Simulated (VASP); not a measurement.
Here is a VASP 6.6.1 calculation.

The input INCAR:

```
ALGO = Normal
EDIFF = 1E-6
EDIFFG = -0.01
ENCUT = 600
GGA = PE
IBRION = 2
ISIF = 3
ISMEAR = -1
LASPH = T
LCHARG = F
LREAL = F
LWAVE = F
NELM = 60
NSW = 80
PREC = Accurate
SIGMA = 0.1
```

KPOINTS

```
k-points
0
Gamma
  11 11 11
```

Contents of POSCAR:

```
Bi
1.0
    0.0000000000      2.5158775227      2.5158775227
    2.5158775227      0.0000000000      2.5158775227
    2.5158775227      2.5158775227      0.0000000000
Bi
1
Direct
    0.0000000000      0.0000000000      0.0000000000
```

Potentials or basis: VASP PAW PBE potentials, release 64 (Bi_d).

Launch:

```console
$ cat potpaw_PBE.64/Bi_d/POTCAR > POTCAR
$ mpirun -np 1 vasp_std > vasp.out
```

Question: Predict the relaxed volume.

Answer: 31.87 Å³/atom.

Question: Estimate the relaxed cell.

Answer: a = 3.559 Å, b = 3.559 Å, c = 3.559 Å, α = 60.00°, β = 60.00°, γ = 60.00°.

Question: Predict the space group after relaxing (to 0.05 Å).

Answer: Fm-3m (No. 225).

Final structure:
```
Bi
1.0
     0.00000    2.51638    2.51638
     2.51638    0.00000    2.51638
     2.51638    2.51638    0.00000
Bi
1
Direct
  0.00000 0.00000 0.00000
```
